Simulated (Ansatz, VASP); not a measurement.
**One calculation of InSe, two programs**

```
In Se
1.0
     4.01952    0.00000    0.00000
     0.00000    4.01952    0.00000
     0.00000    0.00000    4.01952
In Se
1 1
Direct
  0.00000 0.00000 0.00000
  0.50000 0.50000 0.50000
```

Alike in both runs: task single point; functional PBE; k mesh 4 × 4 × 4; occupations gaussian, width 0.1 eV; no spin polarisation.

|  | VASP | Ansatz |
| --- | --- | --- |
| version | VASP 6.6.1 | Ansatz 0.2.0 |
| potentials or method | VASP PAW PBE potentials, release 64 (In_d, Se), cutoff 520 eV | scalar-relativistic, plane waves, PAW |
| valence electrons in the cell | 19 | 29 |

```csv
,VASP,Ansatz,Ansatz less VASP
gap on the k mesh at the Fermi level (eV),none,none,-
pressure (GPa),-6.3,-6.3,+0.01
```

A gap of «none» marks a metal or a gap that the smearing closes. VASP's potentials hold 19 valence electrons a cell and Ansatz's 29, so a difference there can come from the potentials and not from the codes.

The k mesh is coarse, so the values compare programs but aren't converged.
